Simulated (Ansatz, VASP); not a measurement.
## Two plane-wave programs on Co3Si

```
Co Si
1.0
     4.88913    0.00000    0.00000
    -2.44457    4.23411    0.00000
     0.00000    0.00000    3.90407
Co Si
6 2
Direct
  0.16642 0.33284 0.75000
  0.66716 0.83358 0.75000
  0.16642 0.83358 0.75000
  0.83358 0.66716 0.25000
  0.33284 0.16642 0.25000
  0.83358 0.16642 0.25000
  0.66667 0.33333 0.75961
  0.33333 0.66667 0.25961
```

Change from the starting cell: all Si atoms moved +0.037 Å, as atom 7 along Cartesian [0 0 1].

Alike in both runs: task single point; functional PBEsol; k mesh 12 × 12 × 10; occupations gaussian, width 0.15 eV; no spin polarisation.

|  | VASP | Ansatz |
| --- | --- | --- |
| version | VASP 6.6.1 | Ansatz 0.2.0 |
| potentials or method | VASP PAW PBE potentials, release 64 (Co, Si), cutoff 520 eV | scalar-relativistic, plane waves, PAW |
| valence electrons in the cell | 62 | 110 |

Ansatz gave:

```
gap on the k mesh at the Fermi level (eV)                     : none
pressure (GPa)                                                : 0.2
traceless stress, the component that is largest in VASP (GPa) : 0.06
rms of the force components (eV/Å)                            : 0.135
```

Q: What did VASP give for the same quantities?

A: gap on the k mesh at the Fermi level (eV): none; pressure (GPa): -0.1; traceless stress, the component that is largest in VASP (GPa): 0.03; rms of the force components (eV/Å): 0.138.

VASP's potentials were made for PBE, not for PBEsol. Atom by atom the forces differ by 0.014 eV/Å (rms over components). A gap of «none» marks a metal or a gap that the smearing closes. VASP's potentials hold 62 valence electrons a cell and Ansatz's 110, so a difference there can come from the potentials and not from the codes.
